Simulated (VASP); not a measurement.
# Ti (P6_3/mmc) in VASP: notebook

The runs below take Ti through single point, with PBEsol.

Everything below comes from runs of VASP 6.6.1. Logs are shortened: lines on timing, memory, paths and dates and some standing lists are left out, and cuts for length are marked.

## Step 1: The cell of the first run

It takes space group P6_3/mmc (No. 194, hexagonal). Conventional cell: a = 2.950 Å, b = 2.950 Å, c = 4.545 Å, α = 90.00°, β = 90.00°, γ = 120.00°. Within 3.7 Å of Ti (site symmetry -6m2) lie 12 Ti at 2.84 to 2.95 Å.

## Step 2: Single point, PBEsol (strain -0.0300 x Voigt [0, 0, 1, 0, 0, 0])

Contents of INCAR:

```
PREC = Accurate
ENCUT = 520
EDIFF = 1E-7
ISMEAR = 0
SIGMA = 0.15
LREAL = False
LASPH = True
NELM = 80
ALGO = Fast
ISIF = 2
LWAVE = False
LCHARG = False
GGA = PS
NBANDS = 19
```

Contents of KPOINTS:

```
regular mesh
0
Gamma
  18 18 10
```

Contents of POSCAR:

```
Ti
1.0
    2.9499978604      0.0000000000      0.0000000000
   -1.4749989302      2.5547730882      0.0000000000
    0.0000000000      0.0000000000      4.5454200000
Ti
2
Direct
    0.3333333333      0.6666666667      0.2500000000
    0.6666666667      0.3333333333      0.7500000000
```

Potentials or basis: VASP PAW PBE potentials, release 64 (Ti_sv).

On the command line:

```sh
$ cat potpaw_PBE.64/Ti_sv/POTCAR > POTCAR
$ mpirun -np 1 vasp_std > vasp.out
```

OUTCAR:

```text
PREC = Accurate
   ENCUT = 520
   EDIFF = 1E-7
   ISMEAR = 0
   LREAL = False
   LASPH = True
   NELM = 80
   ISIF = 2
   GGA = PS

 ion  position               nearest neighbor table
   1  0.333  0.667  0.250-   2 2.84   2 2.84   2 2.84   2 2.84   2 2.84   2 2.84
   2  0.667  0.333  0.750-   1 2.84   1 2.84   1 2.84   1 2.84   1 2.84   1 2.84

  LATTYP: Found a hexagonal cell.
 ALAT       =     2.9499978604
 C/A-ratio  =     1.5408214565

  Lattice vectors:

 A1 = (   2.9499978604,   0.0000000000,   0.0000000000)
 A2 = (  -1.4749989302,   2.5547730882,   0.0000000000)
 A3 = (   0.0000000000,   0.0000000000,   4.5454200000)

Analysis of symmetry for initial positions (statically):
=====================================================================
 Subroutine PRICEL returns:
 Original cell was already a primitive cell.

 Routine SETGRP: Setting up the symmetry group for a
 hexagonal supercell.

 Subroutine GETGRP returns: Found 24 space group operations
 (whereof 12 operations were pure point group operations)
 out of a pool of 24 trial point group operations.

The static configuration has the point symmetry D_3d.
 The point group associated with its full space group is D_6h.

Analysis of symmetry for dynamics (positions and initial velocities):
=====================================================================
 Subroutine PRICEL returns:
 Original cell was already a primitive cell.

 Routine SETGRP: Setting up the symmetry group for a
 hexagonal supercell.

 Subroutine GETGRP returns: Found 24 space group operations
 (whereof 12 operations were pure point group operations)
 out of a pool of 24 trial point group operations.

The dynamic configuration has the point symmetry D_3d.
 The point group associated with its full space group is D_6h.

 Subroutine INISYM returns: Found 24 space group operations
 (whereof 12 operations are pure point group operations),
 and found     1 'primitive' translations

----------------------------------------------------------------------------------------

                                     Primitive cell

  volume of cell :      34.2569

  direct lattice vectors                    reciprocal lattice vectors
     2.949997860  0.000000000  0.000000000     0.338983297  0.195712098  0.000000000
    -1.474998930  2.554773088  0.000000000     0.000000000  0.391424195  0.000000000
     0.000000000  0.000000000  4.545420000     0.000000000  0.000000000  0.220001672

  length of vectors
     2.949997860  2.949997860  4.545420000     0.391424195  0.391424195  0.220001672

  position of ions in fractional coordinates (direct lattice)
     0.333333333  0.666666667  0.250000000
     0.666666667  0.333333333  0.750000000

  ion indices of the primitive-cell ions
   primitive index   ion index
                 1           1
                 2           2

----------------------------------------------------------------------------------------

 KPOINTS: regular mesh

Automatic generation of k-mesh.
 Grid dimensions read from file:
 generate k-points for:   18   18   10

 Generating k-lattice:

  Cartesian coordinates                     Fractional coordinates (reciprocal lattice)
     0.018832405  0.010872894  0.000000000     0.055555556 -0.000000000  0.000000000
     0.000000000  0.021745789  0.000000000     0.000000000  0.055555556  0.000000000
     0.000000000  0.000000000  0.022000167     0.000000000  0.000000000  0.100000000

  Length of vectors
     0.021745789  0.021745789  0.022000167

  Shift w.r.t. Gamma in fractional coordinates (k-lattice)
     0.000000000  0.000000000  0.000000000

 Subroutine IBZKPT returns following result:
 ===========================================

 Found    222 irreducible k-points:

 Following reciprocal coordinates:
            Coordinates               Weight
  0.000000  0.000000  0.000000      1.000000
  0.055556  0.000000  0.000000      6.000000
  0.111111  0.000000  0.000000      6.000000
  0.166667  0.000000  0.000000      6.000000
  0.222222  0.000000  0.000000      6.000000
  0.277778  0.000000  0.000000      6.000000
[... 16 lines left out ...]
  0.333333  0.111111  0.000000     12.000000
  0.388889  0.111111  0.000000     12.000000
 [... further k-points ...]
   k-points           NKPTS =    222   k-points in BZ     NKDIM =    222   number of bands    NBANDS=     19
   number of dos      NEDOS =    301   number of ions     NIONS =      2
   total plane-waves  NPLWV =  20736
   dimension x,y,z NGX =    24 NGY =   24 NGZ =   36
   dimension x,y,z NGXF=    48 NGYF=   48 NGZF=   72
   ions per type =               2
   NGX,Y,Z   is equivalent  to a cutoff of  13.53, 13.53, 13.17 a.u.
   NGXF,Y,Z  is equivalent  to a cutoff of  27.05, 27.05, 26.33 a.u.
 SYSTEM =  unknown system
   PREC   = accura    normal or accurate (medium, high low for compatibility)
   ISTART =      0    job   : 0-new  1-cont  2-samecut
   ICHARG =      2    charge: 1-file 2-atom 10-const
   ISPIN  =      1    spin polarized calculation?
   LNONCOLLINEAR =      F non collinear calculations
   LSORBIT =      F    spin-orbit coupling
   LASPH  =      T    aspherical Exc in radial PAW
   ENCUT  =  520.0 eV  38.22 Ry    6.18 a.u.   5.49  5.49  8.45*2*pi/ulx,y,z
   NELM   =     80;   NELMIN=  2; NELMDL= -5     # of ELM steps
   EDIFF  = 0.1E-06   stopping-criterion for ELM
   LREAL  =      F    real-space projection
   EDIFFG = 0.1E-05   stopping-criterion for IOM
   NSW    =      0    number of steps for IOM
   IBRION =     -1    ionic relax: 0-MD 1-quasi-New 2-CG
   NFREE  =      0    steps in history (QN), initial steepest desc. (CG)
   ISIF   =      2    stress and relaxation
   ISYM   =      2    0-nonsym 1-usesym 2-fastsym
   POTIM  = 0.5000    time-step for ionic-motion
   TEBEG  =    0.0;   TEEND  =   0.0 temperature during run
   PSTRESS=    0.0 pullay stress
   NELECT =      24.0000    total number of electrons
   NUPDOWN=      -1.0000    fix difference up-down
   EMIN   =  10.00;   EMAX   =-10.00  energy-range for DOS
   EFERMI =   0.00;   METHOD = LEGACY
   ISMEAR =     0;   SIGMA  =   0.15  broadening in eV -4-tet -1-fermi 0-gaus
   EFERMI_NEDOS =   21; number of points for ismear=-14 and -15
   IALGO  =     68    algorithm
   IMIX   =      4    mixing-type and parameters
     AMIX     =   0.40;   BMIX     =  1.00
     AMIX_MAG =   1.60;   BMIX_MAG =  1.00
  volume/ion in A,a.u.               =      17.13       115.59
  Fermi-wavevector in a.u.,A,eV,Ry     =   1.453994  2.747650 28.764050  2.114098
  Thomas-Fermi vector in A             =   2.571196
   LORBIT       =      0    0 simple, 1 ext, 2 COOP (PROOUT), +10 PAW based schemes
   GGA     = PS    functional components
   LHFCALC =     F    Hartree Fock is set to
   AEXX    =    0.0000 exact exchange contribution
   IVDW    =     0    specifies the selected vdW correction
   LEPSILON=     F    determine dielectric tensor
   LRPA    =     F    only Hartree local field effects (RPA)
 non-spin polarized calculation
 RMM-DIIS sequential band-by-band and
 Gauss-broadening in eV      SIGMA  =   0.15
  energy-cutoff  :      520.00
  volume of cell :       34.26
 maximum number of plane-waves:       953
 NGX is ok and might be reduce to    24
   NGX = 11   NGY = 11   NGZ = 17

 number of electron      23.9999999 magnetization

 Free energy of the ion-electron system (eV)
  ---------------------------------------------------
  ext. energy  EPLUGINS =         0.00000000
  ---------------------------------------------------
  free energy    TOTEN  =       -16.67689661 eV

  energy without entropy =      -16.65348493  energy(sigma->0) =      -16.66519077

 E-fermi :   8.3621     XC(G=0): -11.7010

 val. band max:        8.3565105016   @ k =   0.3333   0.2222   0.3000
 cond. band min:       8.3648770119   @ k =   0.2778   0.2778   0.4000
 fundamental gap:      0.0083665102
 Fermi energy:         8.3621458670

 k-point     1 :       0.0000    0.0000    0.0000
  band No.  band energies     occupation
      1     -48.2572      2.00000
      2     -48.0942      2.00000
      3     -24.9874      2.00000
      4     -24.3065      2.00000
      5     -24.3065      2.00000
      6     -24.1953      2.00000
[... 11 lines left out ...]
     18       9.8598      0.00000
     19      11.5596      0.00000

 k-point     2 :       0.0556    0.0000    0.0000
  band No.  band energies     occupation
      1     -48.2540      2.00000
      2     -48.0933      2.00000
      3     -24.9802      2.00000
      4     -24.3201      2.00000
      5     -24.3114      2.00000
      6     -24.1988      2.00000
[... 11 lines left out ...]
     18       9.8094      0.00000
     19      11.5893      0.00000

 k-point     3 :       0.1111    0.0000    0.0000
  band No.  band energies     occupation
      1     -48.2448      2.00000
      2     -48.0905      2.00000
      3     -24.9588      2.00000
      4     -24.3593      2.00000
      5     -24.3251      2.00000
      6     -24.2391      2.00000
[... 11 lines left out ...]
     18       9.8709      0.00000
     19      11.6650      0.00000

 k-point     4 :       0.1667    0.0000    0.0000
  band No.  band energies     occupation
      1     -48.2304      2.00000
      2     -48.0867      2.00000
      3     -24.9247      2.00000
      4     -24.4199      2.00000
      5     -24.3457      2.00000
      6     -24.3007      2.00000
[... 11 lines left out ...]
     18      10.1210      0.00000
     19      11.7597      0.00000

 k-point     5 :       0.2222    0.0000    0.0000
  band No.  band energies     occupation
      1     -48.2121      2.00000
      2     -48.0825      2.00000
      3     -24.8799      2.00000
      4     -24.4950      2.00000
      5     -24.3743      2.00000
      6     -24.3700      2.00000
[... 11 lines left out ...]
     18      10.4446      0.00000
     19      11.8516      0.00000

 k-point     6 :       0.2778    0.0000    0.0000
  band No.  band energies     occupation
      1     -48.1916      2.00000
      2     -48.0790      2.00000
      3     -24.8274      2.00000
      4     -24.5755      2.00000
      5     -24.4504      2.00000
      6     -24.3952      2.00000
[... 11 lines left out ...]
     18      10.8146      0.00000
     19      11.9293      0.00000

 k-point     7 :       0.3333    0.0000    0.0000
  band No.  band energies     occupation
      1     -48.1709      2.00000
      2     -48.0771      2.00000
      3     -24.7713      2.00000
      4     -24.6516      2.00000
      5     -24.5201      2.00000
      6     -24.4183      2.00000
[... 11 lines left out ...]
     18      11.1973      0.00000
     19      11.9884      0.00000

 k-point     8 :       0.3889    0.0000    0.0000
  band No.  band energies     occupation
      1     -48.1522      2.00000
      2     -48.0773      2.00000
      3     -24.7171      2.00000
      4     -24.7138      2.00000
      5     -24.5757      2.00000
      6     -24.4368      2.00000
[... 256 lines left out ...]
 k-point    20 :       0.1667    0.1111    0.0000
  band No.  band energies     occupation
      1     -48.2047      2.00000
      2     -48.0811      2.00000
      3     -24.8614      2.00000
      4     -24.4977      2.00000
      5     -24.4521      2.00000
      6     -24.3390      2.00000
[... 11 lines left out ...]
     18      10.7394      0.00000
     19      11.8389      0.00000

 k-point    21 :       0.2222    0.1111    0.0000
  band No.  band energies     occupation
      1     -48.1851      2.00000
      2     -48.0782      2.00000
      3     -24.8102      2.00000
      4     -24.5710      2.00000
      5     -24.5026      2.00000
      6     -24.3801      2.00000
[... 11 lines left out ...]
     18      11.1637      0.00000
     19      11.8945      0.00000

 k-point    22 :       0.2778    0.1111    0.0000
  band No.  band energies     occupation
      1     -48.1651      2.00000
      2     -48.0769      2.00000
      3     -24.7551      2.00000
      4     -24.6429      2.00000
      5     -24.5457      2.00000
      6     -24.4197      2.00000
[... 11 lines left out ...]
     18      11.6243      0.00000
     19      11.9385      0.00000

 k-point    23 :       0.3333    0.1111    0.0000
  band No.  band energies     occupation
      1     -48.1470      2.00000
      2     -48.0777      2.00000
      3     -24.7017      2.00000
      4     -24.7013      2.00000
      5     -24.5799      2.00000
      6     -24.4520      2.00000
[... 11 lines left out ...]
     18      11.9692      0.00000
     19      12.1066      0.00000

 k-point    24 :       0.3889    0.1111    0.0000
  band No.  band energies     occupation
      1     -48.1334      2.00000
      2     -48.0799      2.00000
      3     -24.7401      2.00000
      4     -24.6577      2.00000
      5     -24.6021      2.00000
      6     -24.4729      2.00000
[... 11 lines left out ...]
     18      11.9869      0.00000
     19      12.6000      0.00000

 [... further k-points ...]
[... 5 lines left out ...]
  --------------------------------------------------------------------------------------
  -------------------------------------------------------------------------------------
  Total       -0.8242992     -0.8242992     -0.2161369     -0.0000000     -0.0000000      0.0000000
  in kB      -38.5520453    -38.5520453    -10.1086110     -0.0000000     -0.0000000      0.0000000
  external PRESSURE =     -29.0709006 kB  Pullay stress =       0.0000000 kB

 VOLUME and BASIS-vectors are now :
 -----------------------------------------------------------------------------
  energy-cutoff  :      520.00
  volume of cell :       34.26
      direct lattice vectors                 reciprocal lattice vectors
     2.949997860  0.000000000  0.000000000     0.338983297  0.195712098  0.000000000
    -1.474998930  2.554773088  0.000000000     0.000000000  0.391424195  0.000000000
     0.000000000  0.000000000  4.545420000     0.000000000  0.000000000  0.220001672

 POSITION                                       TOTAL-FORCE (eV/Angst)
 -----------------------------------------------------------------------------------
     -0.00000      1.70318      1.13636         0.000000     -0.000000      0.000000
      1.47500      0.85159      3.40907        -0.000000      0.000000      0.000000
 -----------------------------------------------------------------------------------
    total drift:                               -0.000000      0.000000     -0.000000

  FREE ENERGIE OF THE ION-ELECTRON SYSTEM (eV)
  ---------------------------------------------------
  free  energy   TOTEN  =       -16.6768966082 eV

  energy  without entropy=      -16.6534849296  energy(sigma->0) =      -16.66519077
```

Wall time 3.8 min (1 thread of Intel Xeon Platinum 8559C (Emerald Rapids), shared host); peak memory 0.24 GiB.

What came out:

| Item | Value |
| --- | --- |
| Free energy | -16.6769 eV |
| Pressure | -2.9 GPa |
| Band gap on the k mesh | zero (band 12 reaches 9.16 eV, above the bottom of band 13 at 8.04 eV) |

Levels at points of the mesh, in eV from the Fermi level:
| k point | band 8 | band 9 | band 10 | band 11 | band 12 | band 13 | band 14 | band 15 | band 16 | band 17 |
| --- | --- | --- | --- | --- | --- | --- | --- | --- | --- | --- |
| (0.00, 0.00, 0.00) | -32.55 | -6.25 | -2.72 | 0.74 | 0.74 | 1.07 | 1.08 | 1.30 | 1.30 | 1.50 |
| (0.50, 0.00, 0.00) | -32.61 | -2.40 | -2.23 | -1.86 | -0.71 | 0.33 | 0.74 | 1.31 | 3.31 | 3.58 |
| (0.00, 0.00, 0.50) | -32.61 | -4.30 | -4.30 | 0.20 | 0.20 | 0.59 | 0.59 | 0.59 | 0.59 | 2.86 |
| (0.50, 0.00, 0.50) | -32.71 | -2.59 | -2.59 | -0.78 | -0.78 | 1.34 | 1.34 | 1.67 | 1.67 | 3.47 |

Caveat: the cell differs from its parent crystal (strain -0.0300 x Voigt [0, 0, 1, 0, 0, 0]); the PAW data sets were made with another functional, which shifts forces and pressure a little.

## Step 3: Single point, PBEsol (strain +0.0300 x Voigt [0, 0, 1, 0, 0, 0])

Contents of INCAR:

```
PREC = Accurate
ENCUT = 520
EDIFF = 1E-6
ISMEAR = 0
SIGMA = 0.15
LREAL = F
LASPH = T
NELM = 60
ALGO = Fast
ISIF = 2
LWAVE = F
LCHARG = T
GGA = PS
LELF = T
LVHAR = T
NBANDS = 19
```

Contents of KPOINTS:

```
Automatic mesh
0
Gamma
  18 18 10
```

Changes to POSCAR since step 2:

```diff
@@ -4,3 +4,3 @@
    -1.4749989302      2.5547730882      0.0000000000
-    0.0000000000      0.0000000000      4.5454200000
+    0.0000000000      0.0000000000      4.8265800000
 Ti
```

Potentials or basis: VASP PAW PBE potentials, release 64 (Ti_sv).

On the command line:

```sh
$ cat potpaw_PBE.64/Ti_sv/POTCAR > POTCAR
$ mpirun -np 1 vasp_std > vasp.out
```

Wall time 2.7 min (1 thread of Intel Xeon Platinum 8559C (Emerald Rapids), shared host); peak memory 0.24 GiB.

It converged, with:

| Item | Value |
| --- | --- |
| Free energy | -16.5944 eV |
| Pressure | -8.8 GPa |
| Band gap on the k mesh | zero (band 12 reaches 8.39 eV, above the bottom of band 13 at 7.39 eV) |

Stress tensor (GPa, compression positive):
```
 -7.64   0.00   0.00
  0.00  -7.64   0.00
  0.00   0.00 -11.03
```

Levels at points of the mesh, in eV from the Fermi level:
```csv
k point,band 9,band 10,band 11,band 12,band 13,band 14,band 15,band 16
"(0.00, 0.00, 0.00)",-6.09,-2.61,0.40,0.68,0.79,0.79,1.21,1.21
"(0.50, 0.00, 0.00)",-2.24,-2.01,-1.75,-0.53,0.49,0.63,1.00,3.29
"(0.00, 0.00, 0.50)",-4.36,-4.36,-0.02,-0.02,0.75,0.75,0.75,0.75
"(0.50, 0.00, 0.50)",-2.42,-2.42,-0.81,-0.81,1.26,1.26,1.74,1.74
```

Caveat: the cell differs from its parent crystal (strain +0.0300 x Voigt [0, 0, 1, 0, 0, 0]); the PAW data sets were made with another functional, which shifts forces and pressure a little.
